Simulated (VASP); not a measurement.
Wanted: the native input for a VASP 6.6.1 run.

* Task: relaxation of the atoms
* Functional: r2SCAN
* Potentials or basis: VASP PAW PBE potentials, release 64 (Mg)
* Cutoff: 520 eV
* k mesh: 12 × 12 × 1
* Occupations: gaussian, width 0.1 eV
* Spin: no spin polarisation
* Dipole correction: yes
* Further INCAR settings: ALGO = Normal; EDIFF = 1e-06; IBRION = 2; EDIFFG = -0.02; NSW = 80

System: Mg, a slab with vacuum.

```
CELL_PARAMETERS angstrom
3.18773 0.00000 0.00000
-1.59386 2.76065 0.00000
0.00000 0.00000 22.70855
ATOMIC_POSITIONS crystal
Mg 0.66667 0.33333 0.33027
Mg 0.33333 0.66667 0.44362
Mg 0.66667 0.33333 0.55638
Mg 0.33333 0.66667 0.66973
```

One way to write it, as run:

POSCAR

```
Mg
1.0
    3.1877281272      0.0000000000      0.0000000000
   -1.5938640636      2.7606535385      0.0000000000
    0.0000000000      0.0000000000     22.7085464424
Mg
4
Direct
    0.6666666667      0.3333333333      0.3302721299
    0.3333333333      0.6666666667      0.4436248694
    0.6666666667      0.3333333333      0.5563751306
    0.3333333333      0.6666666667      0.6697278701
```

INCAR.step1

```
PREC = Accurate ; ENCUT = 520
ISMEAR = 0 ; SIGMA = 0.1
LREAL = F ; LASPH = T
NELM = 60 ; LDIPOL = T
IDIPOL = 3 ; DIPOL = 0.5 0.5 0.500
GGA = PE ; ALGO = Normal
EDIFF = 1E-4 ; LWAVE = T
LCHARG = F
```

INCAR.step2

```
PREC = Accurate ; ENCUT = 520
EDIFF = 1E-6 ; ISMEAR = 0
SIGMA = 0.1 ; LREAL = F
LASPH = T ; NELM = 60
ALGO = Normal ; ISIF = 2
LWAVE = F ; LCHARG = F
LDIPOL = T ; IDIPOL = 3
DIPOL = 0.5 0.5 0.500 ; METAGGA = R2SCAN
LMIXTAU = T ; IBRION = 2
NSW = 80 ; EDIFFG = -0.02
ISTART = 1
```

KPOINTS

```
Automatic mesh
0
Gamma
  12 12 1
```

Potentials or basis: VASP PAW PBE potentials, release 64 (Mg).

Command:

```sh
$ cat potpaw_PBE.64/Mg/POTCAR > POTCAR
$ cp INCAR.step1 INCAR
$ mpirun -np 1 vasp_std > vasp.out
$ cp INCAR.step2 INCAR
$ mpirun -np 1 vasp_std > vasp.out
```

Results of the run:

```
Energy gained by relaxing    : 1.5 meV/atom
Ionic steps                  : 7
Largest force after relaxing : 0.012 eV/Å
Band gap on the k mesh       : zero (bands 4 and 5 overlap by 1.77 eV)
```

Caveat: the PAW data sets were made with another functional, which shifts forces and pressure a little.

Run time: 17 min on 1 thread of Intel(R) Xeon(R) Platinum 8259CL CPU @ 2.50GHz (Skylake/Cascade Lake) (shared host), peak memory 0.35 GiB.
